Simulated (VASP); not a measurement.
# BaTiO3 (P4mm) in VASP: single point with PBE+U

Aim: the single point of BaTiO3 with PBE+U.

Everything below comes from runs of VASP 6.6.1. Logs are shortened: lines on timing, memory, paths and dates and some standing lists are left out, and cuts for length are marked.

## Step 1: The cell of the first run

The structure is tetragonal, space group P4mm (No. 99). The conventional cell has a = 3.969 Å, b = 3.969 Å, c = 4.001 Å, α = 90.00°, β = 90.00°, γ = 90.00°. Within 3.7 Å of Ba (site symmetry 4mm) lie 12 O at 2.78 to 2.85 Å and 8 Ti at 3.40 to 3.50 Å. Within 2.4 Å of Ti (site symmetry 4mm) lie 6 O at 1.83 to 2.17 Å. O (site symmetry 4mm) has 2 Ti at 1.83 to 2.17 Å within 2.4 Å. O (site symmetry 2mm) has 2 Ti at 1.99 Å within 2.6 Å. Within 2.6 Å of O (site symmetry 2mm) lie 2 Ti at 1.99 Å.

## Step 2: Single point, PBE+U

INCAR

```
PREC     = Accurate       # precision mode
ENCUT    = 520            # plane-wave cutoff, eV
EDIFF    = 1E-7           # SCF threshold, eV
ISMEAR   = -1             # smearing method
SIGMA    = 0.1            # smearing width, eV
LREAL    = F              # projectors in reciprocal space
LASPH    = T              # aspherical terms in the spheres
NELM     = 150            # most SCF steps
ALGO     = Normal         # electronic algorithm
ISIF     = 2              # what is computed and relaxed
LWAVE    = F              # write WAVECAR
LCHARG   = F              # write CHGCAR
LMAXMIX  = 4              # l up to which the mixer works
LDAU     = T              # DFT+U
LDAUTYPE = 1            
LDAUL    = -1 2 -1        # shell
LDAUU    = 0 6.63 0       # U, eV
LDAUJ    = 0 0.88 0     
LDAUPRINT= 1            
GGA      = PE             # functional
NBANDS   = 51             # bands
```

KPOINTS

```
regular mesh
0
Gamma
  7 4 6
```

POSCAR

```
BaTiO3
1.0
    3.9688166100      0.0000000000      0.0000000000
    0.0000000000      7.9376332300      0.0000000000
    0.0000000000      0.0000000000      4.0011899100
Ba Ti O
2 2 6
Direct
    0.0000000000      0.0000000000      0.0000000000
    0.0000000000      0.5000000000      0.0000000000
    0.5000000000      0.2500000000      0.5220000000
    0.5000000000      0.7500000000      0.5220000000
    0.5000000000      0.2500000000      0.9790000000
    0.5000000000      0.7500000000      0.9790000000
    0.5000000000      0.0000000000      0.4880000000
    0.5000000000      0.5000000000      0.4880000000
    0.0000000000      0.2500000000      0.4880000000
    0.0000000000      0.7500000000      0.4880000000
```

Potentials or basis: VASP PAW PBE potentials, release 64 (Ba_sv, Ti_sv, O).

Started as:

```bash
$ cat potpaw_PBE.64/Ba_sv/POTCAR potpaw_PBE.64/Ti_sv/POTCAR potpaw_PBE.64/O/POTCAR > POTCAR
$ mpirun -np 1 vasp_std > vasp.out
```

OUTCAR:

```text
PREC = Accurate
   ENCUT = 520
   EDIFF = 1E-7
   ISMEAR = -1
   LREAL = F
   LASPH = T
   NELM = 150
   ISIF = 2
   GGA = PE

 ion  position               nearest neighbor table
   1  0.000  0.000  0.000-   7 2.78   7 2.78  10 2.78   9 2.78   5 2.81   5 2.81   6 2.81   6 2.81
                             7 2.85   7 2.85   9 2.85  10 2.85   3 3.40   4 3.40   3 3.40   4 3.40
   2  0.000  0.500  0.000-   8 2.78   8 2.78  10 2.78   9 2.78   5 2.81   5 2.81   6 2.81   6 2.81
                             8 2.85   8 2.85   9 2.85  10 2.85   3 3.40   4 3.40   3 3.40   4 3.40
   3  0.500  0.250  0.522-   5 1.83   9 1.99   9 1.99   7 1.99   8 1.99   5 2.17   1 3.40   1 3.40
                             2 3.40   2 3.40   1 3.50   2 3.50   1 3.50   2 3.50
   4  0.500  0.750  0.522-   6 1.83  10 1.99  10 1.99   7 1.99   8 1.99   6 2.17   1 3.40   1 3.40
                             2 3.40   2 3.40   1 3.50   2 3.50   1 3.50   2 3.50
   5  0.500  0.250  0.979-   3 1.83   3 2.17   2 2.81   1 2.81   1 2.81   2 2.81
   6  0.500  0.750  0.979-   4 1.83   4 2.17   2 2.81   1 2.81   1 2.81   2 2.81
   7  0.500  0.000  0.488-   3 1.99   4 1.99   1 2.78   1 2.78   1 2.85   1 2.85
   8  0.500  0.500  0.488-   3 1.99   4 1.99   2 2.78   2 2.78   2 2.85   2 2.85
   9  0.000  0.250  0.488-   3 1.99   3 1.99   1 2.78   2 2.78   1 2.85   2 2.85
  10  0.000  0.750  0.488-   4 1.99   4 1.99   1 2.78   2 2.78   1 2.85   2 2.85

  LATTYP: Found a simple orthorhombic cell.
 ALAT       =     3.9688166100
 B/A-ratio  =     1.0081569151
 C/A-ratio  =     2.0000000025

  Lattice vectors:

 A1 = (  -3.9688166100,   0.0000000000,   0.0000000000)
 A2 = (   0.0000000000,   0.0000000000,   4.0011899100)
 A3 = (   0.0000000000,   7.9376332300,   0.0000000000)

Analysis of symmetry for initial positions (statically):
=====================================================================
 Subroutine PRICEL returns following result:

  LATTYP: Found a simple tetragonal cell.
 ALAT       =     3.9688166100
 C/A-ratio  =     1.0081569151

  Lattice vectors:

 A1 = (   3.9688166100,   0.0000000000,   0.0000000000)
 A2 = (   0.0000000000,   3.9688166150,   0.0000000000)
 A3 = (   0.0000000000,   0.0000000000,   4.0011899100)

   2 primitive cells build up your supercell.

 Routine SETGRP: Setting up the symmetry group for a
 simple orthorhombic supercell.

 Subroutine GETGRP returns: Found  4 space group operations
 (whereof  4 operations were pure point group operations)
 out of a pool of  8 trial point group operations.

The static configuration has the point symmetry C_2v.

Analysis of symmetry for dynamics (positions and initial velocities):
=====================================================================
 Subroutine PRICEL returns following result:

  LATTYP: Found a simple tetragonal cell.
 ALAT       =     3.9688166100
 C/A-ratio  =     1.0081569151

  Lattice vectors:

 A1 = (   3.9688166100,   0.0000000000,   0.0000000000)
 A2 = (   0.0000000000,   3.9688166150,   0.0000000000)
 A3 = (   0.0000000000,   0.0000000000,   4.0011899100)

   2 primitive cells build up your supercell.

 Routine SETGRP: Setting up the symmetry group for a
 simple orthorhombic supercell.

 Subroutine GETGRP returns: Found  4 space group operations
 (whereof  4 operations were pure point group operations)
 out of a pool of  8 trial point group operations.

The dynamic configuration has the point symmetry C_2v.

 Subroutine INISYM returns: Found  4 space group operations
 (whereof  4 operations are pure point group operations),
 and found     2 'primitive' translations

----------------------------------------------------------------------------------------

                                     Primitive cell

  volume of cell :      63.0248

  direct lattice vectors                    reciprocal lattice vectors
     3.968816610  0.000000000  0.000000000     0.251964275  0.000000000  0.000000000
     0.000000000  3.968816615  0.000000000     0.000000000  0.251964275  0.000000000
     0.000000000  0.000000000  4.001189910     0.000000000  0.000000000  0.249925653

  length of vectors
[... 114 lines left out ...]
   angular momentum for each species LDAUL =    -1    2   -1
   U (eV)           for each species LDAUU =   0.0  6.6  0.0
   J (eV)           for each species LDAUJ =   0.0  0.9  0.0
   GGA     = PE    functional components
   LHFCALC =     F    Hartree Fock is set to
   AEXX    =    0.0000 exact exchange contribution
   IVDW    =     0    specifies the selected vdW correction
   LEPSILON=     F    determine dielectric tensor
   LRPA    =     F    only Hartree local field effects (RPA)
 non-spin polarized calculation
  energy-cutoff  :      520.00
  volume of cell :      126.05
 maximum number of plane-waves:      3429
 NGX is ok and might be reduce to    30
   NGX = 15   NGY = 29   NGZ = 15

atom =   3  type =  2  l = 2

 onsite density matrix

spin component  1

  0.0942  0.0000  0.0000  0.0000  0.0000
  0.0000  0.1053  0.0000  0.0000  0.0000
  0.0000  0.0000  0.2528  0.0000  0.0000
  0.0000  0.0000  0.0000  0.1053  0.0000
  0.0000  0.0000  0.0000  0.0000  0.2343

spin component  2

  0.0942  0.0000  0.0000  0.0000  0.0000
  0.0000  0.1053  0.0000  0.0000  0.0000
  0.0000  0.0000  0.2528  0.0000  0.0000
  0.0000  0.0000  0.0000  0.1053  0.0000
  0.0000  0.0000  0.0000  0.0000  0.2343

 occupancies and eigenvectors

  o =  0.0942  v =  1.0000  0.0000  0.0000  0.0000  0.0000  0.0000  0.0000  0.0000  0.0000  0.0000      0.0000  0.0000  0.0000  0.0000  0.0000  0.0000  0.0000  0.0000  0.0000  0.0000
  o =  0.0942  v =  0.0000  0.0000  0.0000  0.0000  0.0000  1.0000  0.0000  0.0000  0.0000  0.0000      0.0000  0.0000  0.0000  0.0000  0.0000  0.0000  0.0000  0.0000  0.0000  0.0000
  o =  0.1053  v =  0.0000 -1.0000  0.0000 -0.0000 -0.0000  0.0000  0.0000  0.0000  0.0000  0.0000      0.0000  0.0000  0.0000  0.0000  0.0000  0.0000  0.0000  0.0000  0.0000  0.0000
  o =  0.1053  v =  0.0000  0.0000  0.0000  0.0000  0.0000  0.0000 -1.0000  0.0000 -0.0000 -0.0000      0.0000  0.0000  0.0000  0.0000  0.0000  0.0000  0.0000  0.0000  0.0000  0.0000
  o =  0.1053  v =  0.0000  0.0000  0.0000  0.0000  0.0000  0.0000  0.0000  0.0000 -1.0000 -0.0000      0.0000  0.0000  0.0000  0.0000  0.0000  0.0000  0.0000  0.0000  0.0000  0.0000
  o =  0.1053  v =  0.0000  0.0000  0.0000 -1.0000 -0.0000  0.0000  0.0000  0.0000  0.0000  0.0000      0.0000  0.0000  0.0000  0.0000  0.0000  0.0000  0.0000  0.0000  0.0000  0.0000
  o =  0.2343  v =  0.0000  0.0000  0.0000  0.0000  0.0000  0.0000  0.0000  0.0001  0.0000 -1.0000      0.0000  0.0000  0.0000  0.0000  0.0000  0.0000  0.0000  0.0000  0.0000  0.0000
  o =  0.2343  v =  0.0000  0.0000  0.0001  0.0000 -1.0000  0.0000  0.0000  0.0000  0.0000  0.0000      0.0000  0.0000  0.0000  0.0000  0.0000  0.0000  0.0000  0.0000  0.0000  0.0000
  o =  0.2528  v =  0.0000  0.0000  0.0000  0.0000  0.0000  0.0000  0.0000  1.0000  0.0000  0.0001      0.0000  0.0000  0.0000  0.0000  0.0000  0.0000  0.0000  0.0000  0.0000  0.0000
  o =  0.2528  v =  0.0000  0.0000  1.0000  0.0000  0.0001  0.0000  0.0000  0.0000  0.0000  0.0000      0.0000  0.0000  0.0000  0.0000  0.0000  0.0000  0.0000  0.0000  0.0000  0.0000

atom =   4  type =  2  l = 2

 onsite density matrix

spin component  1

  0.0942  0.0000  0.0000  0.0000  0.0000
  0.0000  0.1053  0.0000  0.0000  0.0000
  0.0000  0.0000  0.2528  0.0000  0.0000
  0.0000  0.0000  0.0000  0.1053  0.0000
  0.0000  0.0000  0.0000  0.0000  0.2343

spin component  2

  0.0942  0.0000  0.0000  0.0000  0.0000
  0.0000  0.1053  0.0000  0.0000  0.0000
  0.0000  0.0000  0.2528  0.0000  0.0000
  0.0000  0.0000  0.0000  0.1053  0.0000
  0.0000  0.0000  0.0000  0.0000  0.2343

 occupancies and eigenvectors

  o =  0.0942  v =  1.0000  0.0000  0.0000  0.0000  0.0000  0.0000  0.0000  0.0000  0.0000  0.0000      0.0000  0.0000  0.0000  0.0000  0.0000  0.0000  0.0000  0.0000  0.0000  0.0000
  o =  0.0942  v =  0.0000  0.0000  0.0000  0.0000  0.0000  1.0000  0.0000  0.0000  0.0000  0.0000      0.0000  0.0000  0.0000  0.0000  0.0000  0.0000  0.0000  0.0000  0.0000  0.0000
  o =  0.1053  v =  0.0000 -1.0000  0.0000  0.0000 -0.0000  0.0000  0.0000  0.0000  0.0000  0.0000      0.0000  0.0000  0.0000  0.0000  0.0000  0.0000  0.0000  0.0000  0.0000  0.0000
  o =  0.1053  v =  0.0000  0.0000  0.0000  0.0000  0.0000  0.0000 -1.0000  0.0000  0.0000 -0.0000      0.0000  0.0000  0.0000  0.0000  0.0000  0.0000  0.0000  0.0000  0.0000  0.0000
  o =  0.1053  v =  0.0000  0.0000  0.0000  1.0000 -0.0000  0.0000  0.0000  0.0000  0.0000  0.0000      0.0000  0.0000  0.0000  0.0000  0.0000  0.0000  0.0000  0.0000  0.0000  0.0000
  o =  0.1053  v =  0.0000  0.0000  0.0000  0.0000  0.0000  0.0000  0.0000  0.0000  1.0000 -0.0000      0.0000  0.0000  0.0000  0.0000  0.0000  0.0000  0.0000  0.0000  0.0000  0.0000
  o =  0.2343  v =  0.0000  0.0000  0.0000  0.0000  0.0000  0.0000  0.0000  0.0001 -0.0000 -1.0000      0.0000  0.0000  0.0000  0.0000  0.0000  0.0000  0.0000  0.0000  0.0000  0.0000
  o =  0.2343  v =  0.0000  0.0000  0.0001 -0.0000 -1.0000  0.0000  0.0000  0.0000  0.0000  0.0000      0.0000  0.0000  0.0000  0.0000  0.0000  0.0000  0.0000  0.0000  0.0000  0.0000
  o =  0.2528  v =  0.0000  0.0000  0.0000  0.0000  0.0000  0.0000 -0.0000  1.0000 -0.0000  0.0001      0.0000  0.0000  0.0000  0.0000  0.0000  0.0000  0.0000  0.0000  0.0000  0.0000
  o =  0.2528  v =  0.0000 -0.0000  1.0000 -0.0000  0.0001  0.0000  0.0000  0.0000  0.0000  0.0000      0.0000  0.0000  0.0000  0.0000  0.0000  0.0000  0.0000  0.0000  0.0000  0.0000

 number of electron      79.9999971 magnetization

 Free energy of the ion-electron system (eV)
  ---------------------------------------------------
  ext. energy  EPLUGINS =         0.00000000
  ---------------------------------------------------
  free energy    TOTEN  =       -72.02342353 eV

  energy without entropy =      -72.02342278  energy(sigma->0) =      -72.02342316

 E-fermi :   5.5711     XC(G=0): -11.3514

 val. band max:        4.1774634035   @ k =   0.4286   0.0000   0.5000
 cond. band min:       6.7906456329   @ k =   0.0000   0.0000   0.0000
 fundamental gap:      2.6131822295
 Fermi energy:         5.5711141858

 k-point     1 :       0.0000    0.0000    0.0000
  band No.  band energies     occupation
      1     -53.7668      2.00000
      2     -53.7657      2.00000
      3     -29.9884      2.00000
      4     -29.9864      2.00000
      5     -29.9661      2.00000
      6     -29.9183      2.00000
[... 1285 lines left out ...]
     50      11.0789      0.00000
     51      12.0375      0.00000

 [... further k-points ...]

------------------------ aborting loop because EDIFF is reached ----------------------------------------

  FORCE on cell =-STRESS in cart. coord.  units (eV):
  Direction    XX          YY          ZZ          XY          YZ          ZX
  --------------------------------------------------------------------------------------
  -------------------------------------------------------------------------------------
  Total       10.1020397     10.1010543     13.1145377      0.0000000      0.0000000      0.0000000
  in kB      128.4039639    128.3914382    166.6949121      0.0000000      0.0000000      0.0000000
  external PRESSURE =     141.1634380 kB  Pullay stress =       0.0000000 kB

 VOLUME and BASIS-vectors are now :
 -----------------------------------------------------------------------------
  energy-cutoff  :      520.00
  volume of cell :      126.05
      direct lattice vectors                 reciprocal lattice vectors
     3.968816610  0.000000000  0.000000000     0.251964275  0.000000000  0.000000000
     0.000000000  7.937633230  0.000000000     0.000000000  0.125982137  0.000000000
     0.000000000  0.000000000  4.001189910     0.000000000  0.000000000  0.249925653

 POSITION                                       TOTAL-FORCE (eV/Angst)
 -----------------------------------------------------------------------------------
      0.00000      0.00000      0.00000         0.000000     -0.000000      0.153144
      0.00000      3.96882      0.00000        -0.000000     -0.000000      0.153144
      1.98441      1.98441      2.08862         0.000000      0.000000     -1.633079
      1.98441      5.95322      2.08862        -0.000000      0.000000     -1.633079
      1.98441      1.98441      3.91716         0.000000     -0.000000      1.409293
      1.98441      5.95322      3.91716         0.000000     -0.000000      1.409293
      1.98441      0.00000      1.95258        -0.000000     -0.000000      0.035368
      1.98441      3.96882      1.95258        -0.000000     -0.000000      0.035368
      0.00000      1.98441      1.95258        -0.000000     -0.000000      0.035274
      0.00000      5.95322      1.95258        -0.000000     -0.000000      0.035274
 -----------------------------------------------------------------------------------
    total drift:                                0.000000      0.000000      0.000618

  FREE ENERGIE OF THE ION-ELECTRON SYSTEM (eV)
  ---------------------------------------------------
  free  energy   TOTEN  =       -72.0234235324 eV

  energy  without entropy=      -72.0234227839  energy(sigma->0) =      -72.02342316
```

It took 3.2 min on 1 thread of AMD EPYC 9R45 (Zen 5), shared host; peak memory 0.36 GiB.

What came out:

* Free energy: -72.0234 eV
* Pressure: 14.1 GPa
* Largest force: 1.633 eV/Å
* Band gap on the k mesh: 2.61 eV

Forces on the atoms (eV/Å):
```
Ba   0.000  0.000  0.153
Ba   0.000  0.000  0.153
Ti   0.000  0.000 -1.633
Ti   0.000  0.000 -1.633
O    0.000  0.000  1.409
O    0.000  0.000  1.409
O    0.000  0.000  0.035
O    0.000  0.000  0.035
O    0.000  0.000  0.035
O    0.000  0.000  0.035
```

Stress tensor (GPa, compression positive):
```
12.84  0.00  0.00
 0.00 12.84  0.00
 0.00  0.00 16.67
```

Eigenvalues of the final occupation matrices:
| site | spin | trace | eigenvalues |
| --- | --- | --- | --- |
| site 3 d | 1 | 0.79 | 0.09 0.11 0.11 0.23 0.25 |
| site 3 d | 2 | 0.79 | 0.09 0.11 0.11 0.23 0.25 |
| site 4 d | 1 | 0.79 | 0.09 0.11 0.11 0.23 0.25 |
| site 4 d | 2 | 0.79 | 0.09 0.11 0.11 0.23 0.25 |

Caveat: the cell stands under pressure; spin-orbit coupling is left out, which moves the levels of the heavy elements; forces of over 1 eV/Å act on the atoms, so gaps and moduli don't describe the material at rest. A k mesh can miss the band edges.
